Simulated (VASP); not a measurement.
# Se (P6_3/mmc) in VASP: further runs

Runs on Se. Level: PBEsol. Tasks: single point.

All numbers are computed with VASP 6.6.1; they aren't measurements. Logs are shortened: lines on timing, memory, paths and dates and some standing lists are left out, and cuts for length are marked.

### 1 The cell of the first run

It takes space group P6_3/mmc (No. 194, hexagonal). The conventional cell has a = 2.555 Å, b = 2.555 Å, c = 3.861 Å, α = 90.00°, β = 90.00°, γ = 120.00°. Se (site symmetry -6m2) has 12 Se at 2.43 to 2.55 Å within 3.2 Å.

This isn't the form of Se at room conditions, which is trigonal, of chains.

### 2 Single point, PBEsol (10.91 Å³/atom)

Input file INCAR:

```
PREC = Accurate ; ENCUT = 520
EDIFF = 1E-7 ; ISMEAR = -1
SIGMA = 0.1 ; LREAL = False
LASPH = True ; NELM = 60
ALGO = Normal ; ISIF = 2
LWAVE = False ; LCHARG = False
GGA = PS ; NBANDS = 13
```

Input file KPOINTS:

```
Automatic mesh
0
Gamma
  14 14 8
```

Input file POSCAR:

```
Se
1.0
    2.5546558520      0.0000000000      0.0000000000
   -1.2773279260      2.2123968658      0.0000000000
    0.0000000000      0.0000000000      3.8614923103
Se
2
Direct
    0.3333333333      0.6666666667      0.2500000000
    0.6666666667      0.3333333333      0.7500000000
```

Potentials or basis: VASP PAW PBE potentials, release 64 (Se).

The run is started by

```
$ cat potpaw_PBE.64/Se/POTCAR > POTCAR
$ mpirun -np 1 vasp_std > vasp.out
```

OUTCAR:

```text
PREC = Accurate
   ENCUT = 520
   EDIFF = 1E-7
   ISMEAR = -1
   LREAL = False
   LASPH = True
   NELM = 60
   ISIF = 2
   GGA = PS

 ion  position               nearest neighbor table
   1  0.333  0.667  0.250-   2 2.43   2 2.43   2 2.43   2 2.43   2 2.43   2 2.43
   2  0.667  0.333  0.750-   1 2.43   1 2.43   1 2.43   1 2.43   1 2.43   1 2.43

  LATTYP: Found a hexagonal cell.
 ALAT       =     2.5546558520
 C/A-ratio  =     1.5115508836

  Lattice vectors:

 A1 = (   2.5546558520,   0.0000000000,   0.0000000000)
 A2 = (  -1.2773279260,   2.2123968658,   0.0000000000)
 A3 = (   0.0000000000,   0.0000000000,   3.8614923103)

Analysis of symmetry for initial positions (statically):
=====================================================================
 Subroutine PRICEL returns:
 Original cell was already a primitive cell.

 Routine SETGRP: Setting up the symmetry group for a
 hexagonal supercell.

 Subroutine GETGRP returns: Found 24 space group operations
 (whereof 12 operations were pure point group operations)
 out of a pool of 24 trial point group operations.

The static configuration has the point symmetry D_3d.
 The point group associated with its full space group is D_6h.

Analysis of symmetry for dynamics (positions and initial velocities):
=====================================================================
 Subroutine PRICEL returns:
 Original cell was already a primitive cell.

 Routine SETGRP: Setting up the symmetry group for a
 hexagonal supercell.

 Subroutine GETGRP returns: Found 24 space group operations
 (whereof 12 operations were pure point group operations)
 out of a pool of 24 trial point group operations.

The dynamic configuration has the point symmetry D_3d.
 The point group associated with its full space group is D_6h.

 Subroutine INISYM returns: Found 24 space group operations
 (whereof 12 operations are pure point group operations),
 and found     1 'primitive' translations

----------------------------------------------------------------------------------------

                                     Primitive cell

  volume of cell :      21.8248

  direct lattice vectors                    reciprocal lattice vectors
     2.554655852  0.000000000  0.000000000     0.391442158  0.225999235  0.000000000
    -1.277327926  2.212396866  0.000000000     0.000000000  0.451998471  0.000000000
     0.000000000  0.000000000  3.861492310     0.000000000  0.000000000  0.258967238

  length of vectors
     2.554655852  2.554655852  3.861492310     0.451998471  0.451998471  0.258967238

  position of ions in fractional coordinates (direct lattice)
     0.333333333  0.666666667  0.250000000
     0.666666667  0.333333333  0.750000000

  ion indices of the primitive-cell ions
   primitive index   ion index
                 1           1
                 2           2

----------------------------------------------------------------------------------------

 KPOINTS: Automatic mesh

Automatic generation of k-mesh.
 Grid dimensions read from file:
 generate k-points for:   14   14    8

 Generating k-lattice:

  Cartesian coordinates                     Fractional coordinates (reciprocal lattice)
     0.027960154  0.016142803  0.000000000     0.071428571  0.000000000  0.000000000
     0.000000000  0.032285605  0.000000000     0.000000000  0.071428571  0.000000000
     0.000000000  0.000000000  0.032370905     0.000000000  0.000000000  0.125000000

  Length of vectors
     0.032285605  0.032285605  0.032370905

  Shift w.r.t. Gamma in fractional coordinates (k-lattice)
     0.000000000  0.000000000  0.000000000

 Subroutine IBZKPT returns following result:
 ===========================================

 Found    120 irreducible k-points:

 Following reciprocal coordinates:
            Coordinates               Weight
  0.000000  0.000000  0.000000      1.000000
  0.071429 -0.000000  0.000000      6.000000
  0.142857 -0.000000  0.000000      6.000000
  0.214286  0.000000  0.000000      6.000000
  0.285714 -0.000000  0.000000      6.000000
  0.357143 -0.000000  0.000000      6.000000
[... 16 lines left out ...]
  0.285714  0.285714  0.000000      6.000000
  0.357143  0.285714  0.000000      6.000000
 [... further k-points ...]
   k-points           NKPTS =    120   k-points in BZ     NKDIM =    120   number of bands    NBANDS=     13
   number of dos      NEDOS =    301   number of ions     NIONS =      2
   total plane-waves  NPLWV =  12000
   dimension x,y,z NGX =    20 NGY =   20 NGZ =   30
   dimension x,y,z NGXF=    40 NGYF=   40 NGZF=   60
   ions per type =               2
   NGX,Y,Z   is equivalent  to a cutoff of  13.02, 13.02, 12.92 a.u.
   NGXF,Y,Z  is equivalent  to a cutoff of  26.03, 26.03, 25.83 a.u.
 SYSTEM =  unknown system
   PREC   = accura    normal or accurate (medium, high low for compatibility)
   ISTART =      0    job   : 0-new  1-cont  2-samecut
   ICHARG =      2    charge: 1-file 2-atom 10-const
   ISPIN  =      1    spin polarized calculation?
   LNONCOLLINEAR =      F non collinear calculations
   LSORBIT =      F    spin-orbit coupling
   LASPH  =      T    aspherical Exc in radial PAW
   ENCUT  =  520.0 eV  38.22 Ry    6.18 a.u.   4.75  4.75  7.18*2*pi/ulx,y,z
   NELM   =     60;   NELMIN=  2; NELMDL= -5     # of ELM steps
   EDIFF  = 0.1E-06   stopping-criterion for ELM
   LREAL  =      F    real-space projection
   EDIFFG = 0.1E-05   stopping-criterion for IOM
   NSW    =      0    number of steps for IOM
   IBRION =     -1    ionic relax: 0-MD 1-quasi-New 2-CG
   NFREE  =      0    steps in history (QN), initial steepest desc. (CG)
   ISIF   =      2    stress and relaxation
   ISYM   =      2    0-nonsym 1-usesym 2-fastsym
   POTIM  = 0.5000    time-step for ionic-motion
   TEBEG  =    0.0;   TEEND  =   0.0 temperature during run
   PSTRESS=    0.0 pullay stress
   NELECT =      12.0000    total number of electrons
   NUPDOWN=      -1.0000    fix difference up-down
   EMIN   =  10.00;   EMAX   =-10.00  energy-range for DOS
   EFERMI =   0.00;   METHOD = LEGACY
   ISMEAR =    -1;   SIGMA  =   0.10  broadening in eV -4-tet -1-fermi 0-gaus
   EFERMI_NEDOS =   21; number of points for ismear=-14 and -15
   IALGO  =     38    algorithm
   IMIX   =      4    mixing-type and parameters
     AMIX     =   0.40;   BMIX     =  1.00
     AMIX_MAG =   1.60;   BMIX_MAG =  1.00
  volume/ion in A,a.u.               =      10.91        73.64
  Fermi-wavevector in a.u.,A,eV,Ry     =   1.341174  2.534451 24.473439  1.798747
  Thomas-Fermi vector in A             =   2.469428
   LORBIT       =      0    0 simple, 1 ext, 2 COOP (PROOUT), +10 PAW based schemes
   GGA     = PS    functional components
   LHFCALC =     F    Hartree Fock is set to
   AEXX    =    0.0000 exact exchange contribution
   IVDW    =     0    specifies the selected vdW correction
   LEPSILON=     F    determine dielectric tensor
   LRPA    =     F    only Hartree local field effects (RPA)
 non-spin polarized calculation
  energy-cutoff  :      520.00
  volume of cell :       21.82
 maximum number of plane-waves:       604
 NGX is ok and might be reduce to    20
   NGX =  9   NGY =  9   NGZ = 15

 number of electron      12.0000001 magnetization

 Free energy of the ion-electron system (eV)
  ---------------------------------------------------
  ext. energy  EPLUGINS =         0.00000000
  ---------------------------------------------------
  free energy    TOTEN  =        -1.33261625 eV

  energy without entropy =       -1.31570075  energy(sigma->0) =       -1.32415850

 E-fermi :  15.3666     XC(G=0): -13.7001

 val. band max:       15.3212250138   @ k =   0.3571   0.0714   0.1250
 cond. band min:      15.4298374128   @ k =   0.3571   0.0714   0.3750
 fundamental gap:      0.1086123990
 Fermi energy:        15.3666437739

 k-point     1 :       0.0000    0.0000    0.0000
  band No.  band energies     occupation
      1      -8.8184      2.00000
      2       0.6193      2.00000
      3       2.0492      2.00000
      4      18.0322      0.00000
      5      18.0322      0.00000
      6      21.2918      0.00000
      7      21.2918      0.00000
      8      24.7973      0.00000
      9      24.9807      0.00000
     10      27.2146      0.00000
     11      28.6489      0.00000
     12      28.6489      0.00000
     13      31.6493      0.00000

 k-point     2 :       0.0714   -0.0000    0.0000
  band No.  band energies     occupation
      1      -8.6633      2.00000
      2       0.7631      2.00000
      3       2.2062      2.00000
      4      16.3700      0.00009
      5      17.3321      0.00000
      6      20.7440      0.00000
      7      21.7881      0.00000
      8      24.3566      0.00000
      9      25.5444      0.00000
     10      26.6859      0.00000
     11      28.3988      0.00000
     12      29.5085      0.00000
     13      30.6569      0.00000

 k-point     3 :       0.1429   -0.0000    0.0000
  band No.  band energies     occupation
      1      -8.1985      2.00000
      2       1.1915      2.00000
      3       2.6751      2.00000
      4      13.3179      2.00000
      5      16.0575      0.00200
      6      19.2983      0.00000
      7      22.1727      0.00000
      8      22.5729      0.00000
      9      23.6145      0.00000
     10      28.2633      0.00000
     11      28.8207      0.00000
     12      29.1477      0.00000
     13      29.6178      0.00000

 k-point     4 :       0.2143    0.0000    0.0000
  band No.  band energies     occupation
      1      -7.4255      2.00000
      2       1.8890      2.00000
      3       3.4489      2.00000
      4      10.1408      2.00000
      5      14.8257      1.99109
      6      17.4036      0.00000
      7      20.0979      0.00000
      8      21.3378      0.00000
      9      21.8084      0.00000
     10      27.8858      0.00000
     11      28.4534      0.00000
     12      29.1622      0.00000
     13      30.5587      0.00000

 k-point     5 :       0.2857   -0.0000    0.0000
  band No.  band energies     occupation
      1      -6.3488      2.00000
      2       2.7779      2.00000
      3       4.5124      2.00000
      4       7.2057      2.00000
      5      13.8025      2.00000
      6      15.1310      1.82690
      7      17.4436      0.00000
      8      19.7072      0.00000
      9      21.1468      0.00000
     10      26.8811      0.00000
     11      27.5228      0.00000
     12      28.7066      0.00000
     13      33.1543      0.00000
[... 257 lines left out ...]
 k-point    22 :       0.3571    0.2143    0.0000
  band No.  band energies     occupation
      1      -1.5746      2.00000
      2       1.0280      2.00000
      3       5.8040      2.00000
      4       8.5994      2.00000
      5       8.9302      2.00000
      6      10.5837      2.00000
      7      12.0520      2.00000
      8      14.6542      1.99839
      9      18.7055      0.00000
     10      25.9754      0.00000
     11      33.1690      0.00000
     12      34.7784      0.00000
     13      35.4462      0.00000

 k-point    23 :       0.2857    0.2857    0.0000
  band No.  band energies     occupation
      1      -1.6289      2.00000
      2       1.8395      2.00000
      3       4.7417      2.00000
      4       8.3765      2.00000
      5       8.9749      2.00000
      6      12.0349      2.00000
      7      12.3885      2.00000
      8      12.9262      2.00000
      9      17.8936      0.00000
     10      29.3455      0.00000
     11      30.1652      0.00000
     12      36.0434      0.00000
     13      36.8051      0.00000

 k-point    24 :       0.3571    0.2857    0.0000
  band No.  band energies     occupation
      1      -0.3327      2.00000
      2       0.7164      2.00000
      3       4.1803      2.00000
      4       9.9448      2.00000
      5      10.0677      2.00000
      6      10.4564      2.00000
      7      11.3363      2.00000
      8      12.4657      2.00000
      9      17.4233      0.00000
     10      29.6004      0.00000
     11      33.3743      0.00000
     12      33.4456      0.00000
     13      36.9767      0.00000

 [... further k-points ...]
[... 5 lines left out ...]
  --------------------------------------------------------------------------------------
  -------------------------------------------------------------------------------------
  Total       23.2069713     23.2069713     23.3196719      0.0000000     -0.0000000      0.0000000
  in kB     1703.6423815   1703.6423816   1711.9158258      0.0000000     -0.0000000      0.0000000
  external PRESSURE =    1706.4001963 kB  Pullay stress =       0.0000000 kB

 VOLUME and BASIS-vectors are now :
 -----------------------------------------------------------------------------
  energy-cutoff  :      520.00
  volume of cell :       21.82
      direct lattice vectors                 reciprocal lattice vectors
     2.554655852  0.000000000  0.000000000     0.391442158  0.225999235  0.000000000
    -1.277327926  2.212396866  0.000000000     0.000000000  0.451998471  0.000000000
     0.000000000  0.000000000  3.861492310     0.000000000  0.000000000  0.258967238

 POSITION                                       TOTAL-FORCE (eV/Angst)
 -----------------------------------------------------------------------------------
     -0.00000      1.47493      0.96537         0.000000     -0.000000      0.000000
      1.27733      0.73747      2.89612         0.000000      0.000000      0.000000
 -----------------------------------------------------------------------------------
    total drift:                               -0.000000      0.000000      0.000000

  FREE ENERGIE OF THE ION-ELECTRON SYSTEM (eV)
  ---------------------------------------------------
  free  energy   TOTEN  =        -1.3326162506 eV

  energy  without entropy=       -1.3157007511  energy(sigma->0) =       -1.32415850
```

Run time: 14 s. Hardware: 1 thread of AMD EPYC 9R45 (Zen 5), shared host; peak memory 0.12 GiB.

What came out:

```yaml
Free_energy: -1.3326 eV
Pressure: 170.6 GPa
Band_gap_on_the_k_mesh: zero (bands 6 and 7 overlap by 9.96 eV)
```

Caveat: the cell stands under pressure; the PAW data sets were made with another functional, which shifts forces and pressure a little.

### 3 Single point, PBEsol

This run uses another cell than the first one, of 12.59 Å³/atom.

Input file INCAR:

```
  PREC = Accurate
  ENCUT = 520
  EDIFF = 1E-6
  ISMEAR = -1
  SIGMA = 0.1
  LREAL = F
  LASPH = T
  NELM = 80
  ALGO = Normal
  ISIF = 2
  LWAVE = F
  LCHARG = F
  GGA = PS
  NBANDS = 13
```

Input file KPOINTS:

```
regular mesh
0
Gamma
  14 14 8
```

Input file POSCAR:

```
Se
1.0
    2.6999717452      0.0000000000      0.0000000000
   -1.3499858726      2.3382441208      0.0000000000
    0.0000000000      0.0000000000      3.9888660090
Se
2
Direct
    0.3333333333      0.6666666667      0.2500000000
    0.6666666667      0.3333333333      0.7500000000
```

Potentials or basis: VASP PAW PBE potentials, release 64 (Se).

The run is started by

```
$ cat potpaw_PBE.64/Se/POTCAR > POTCAR
$ mpirun -np 1 vasp_std > vasp.out
```

Run time: 14 s. Hardware: 1 thread of AMD EPYC 9R45 (Zen 5), shared host; peak memory 0.12 GiB.

It converged, with:

```
Free energy            : -4.0222 eV
Pressure               : 94.0 GPa
Band gap on the k mesh : zero (bands 6 and 7 overlap by 8.17 eV)
```

Stress tensor (GPa, compression positive):
```
93.88  0.00  0.00
 0.00 93.88  0.00
 0.00  0.00 94.32
```

Levels at points of the mesh, in eV from the Fermi level:
```csv
k point,band 2,band 3,band 4,band 5,band 6,band 7,band 8,band 9,band 10,band 11
"(0.00, 0.00, 0.00)",-13.59,-11.42,1.74,1.74,4.76,4.76,8.03,8.16,11.53,12.37
"(0.50, 0.00, 0.00)",-14.25,-7.41,-6.20,-5.63,-2.98,-2.83,2.93,3.83,9.70,10.64
"(0.00, 0.00, 0.50)",-19.59,-1.27,-1.27,3.35,3.35,3.35,3.35,10.19,10.19,10.99
"(0.50, 0.00, 0.50)",-14.41,-10.98,-10.98,-0.56,-0.56,1.57,1.57,6.70,6.70,9.40
```

Caveat: the cell stands under pressure; the PAW data sets were made with another functional, which shifts forces and pressure a little.

### 4 Single point, PBEsol

This run uses another cell than the first one, of 14.27 Å³/atom.

Input file INCAR:

```
ALGO = Normal
EDIFF = 1E-6
ENCUT = 520
GGA = PS
ISIF = 2
ISMEAR = -1
LASPH = T
LCHARG = F
LREAL = F
LWAVE = F
NBANDS = 13
NELM = 60
PREC = Accurate
SIGMA = 0.1
```

Input file KPOINTS:

```
k-points
0
Gamma
  14 14 8
```

Input file POSCAR:

```
Se
1.0
    2.8964451088      0.0000000000      0.0000000000
   -1.4482225544      2.5083950449      0.0000000000
    0.0000000000      0.0000000000      3.9282122361
Se
2
Direct
    0.3333333333      0.6666666667      0.2500000000
    0.6666666667      0.3333333333      0.7500000000
```

The run is started by

```
$ cat potpaw_PBE.64/Se/POTCAR > POTCAR
$ mpirun -np 1 vasp_std > vasp.out
```

Wall time 17 s (1 thread of AMD EPYC 9R45 (Zen 5), shared host); peak memory 0.13 GiB.

It converged, with:

```
Free energy            : -5.5242 eV
Pressure               : 53.6 GPa
Band gap on the k mesh : zero (bands 6 and 7 overlap by 6.29 eV)
```

Stress tensor (GPa, compression positive):
```
53.53  0.00  0.00
 0.00 53.53  0.00
 0.00  0.00 53.88
```

Levels at points of the mesh, in eV from the Fermi level:
```tsv
k point	band 3	band 4	band 5	band 6	band 7	band 8	band 9	band 10
(0.00, 0.00, 0.00)	-9.57	0.20	0.20	3.37	3.37	6.16	7.14	10.48
(0.50, 0.00, 0.00)	-6.42	-5.31	-3.96	-3.36	-2.21	2.87	3.49	9.51
(0.00, 0.00, 0.50)	0.06	0.06	1.87	1.87	1.87	1.87	8.89	8.89
(0.50, 0.00, 0.50)	-9.64	-9.64	-1.05	-1.05	1.58	1.58	7.56	7.56
```

Caveat: the cell stands under pressure; the PAW data sets were made with another functional, which shifts forces and pressure a little.

### 5 Single point, PBEsol

This run uses another cell than the first one, of 15.95 Å³/atom.

Edit INCAR of step 4 so:

```diff
@@ -1,3 +1,3 @@
 ALGO = Normal
-EDIFF = 1E-6
+EDIFF = 1E-7
 ENCUT = 520
```

KPOINTS is that of step 4.

Input file POSCAR:

```
Se
1.0
    3.1072976964      0.0000000000      0.0000000000
   -1.5536488482      2.6909987422      0.0000000000
    0.0000000000      0.0000000000      3.8147361290
Se
2
Direct
    0.3333333333      0.6666666667      0.2500000000
    0.6666666667      0.3333333333      0.7500000000
```

The run is started by

```
$ cat potpaw_PBE.64/Se/POTCAR > POTCAR
$ mpirun -np 1 vasp_std > vasp.out
```

It took 20 s on 1 thread of AMD EPYC 9R45 (Zen 5), shared host; peak memory 0.13 GiB.

The run converged. Its results:

- Free energy: -6.3893 eV
- Pressure: 31.6 GPa
- Band gap on the k mesh: zero (bands 6 and 7 overlap by 4.45 eV)

Stress tensor (GPa, compression positive):
```
31.55  0.00  0.00
 0.00 31.55  0.00
 0.00  0.00 31.67
```

Levels at points of the mesh, in eV from the Fermi level:
| k point | band 2 | band 3 | band 4 | band 5 | band 6 | band 7 | band 8 | band 9 | band 10 | band 11 |
| --- | --- | --- | --- | --- | --- | --- | --- | --- | --- | --- |
| (0.00, 0.00, 0.00) | -10.62 | -8.11 | -1.27 | -1.27 | 2.12 | 2.12 | 4.42 | 5.92 | 9.06 | 10.83 |
| (0.50, 0.00, 0.00) | -13.36 | -5.68 | -4.65 | -4.08 | -2.59 | -1.73 | 2.76 | 3.16 | 9.42 | 9.71 |
| (0.00, 0.00, 0.50) | -16.63 | 0.33 | 0.33 | 0.52 | 0.52 | 0.52 | 0.52 | 8.52 | 8.52 | 8.95 |
| (0.50, 0.00, 0.50) | -13.81 | -8.81 | -8.81 | -1.64 | -1.64 | 1.33 | 1.33 | 8.51 | 8.51 | 12.50 |

Caveat: the cell stands under pressure; the PAW data sets were made with another functional, which shifts forces and pressure a little.

### 6 Overview

| cell | gap on the mesh (eV) | pressure (GPa) |
| --- | --- | --- |
| a = 2.555, b = 2.555, c = 3.861 Å, angles 90.0, 90.0, 120.0°, 2 atoms | none | 170.6 |
| a = 2.700, b = 2.700, c = 3.989 Å, angles 90.0, 90.0, 120.0°, 2 atoms | none | 94.0 |
| a = 2.896, b = 2.896, c = 3.928 Å, angles 90.0, 90.0, 120.0°, 2 atoms | none | 53.6 |
| a = 3.107, b = 3.107, c = 3.815 Å, angles 90.0, 90.0, 120.0°, 2 atoms | none | 31.6 |

Alike in all rows: task single point; level PBEsol; potentials or basis VASP PAW PBE potentials, release 64 (Se); no spin polarisation; k mesh 14 × 14 × 8; cutoff (eV) 520; smearing fermi-dirac 0.1 eV.

Caveats: the cell stands under pressure; the PAW data sets were made with another functional, which shifts forces and pressure a little.

Absolute energies hang on the potentials; compare differences alone.
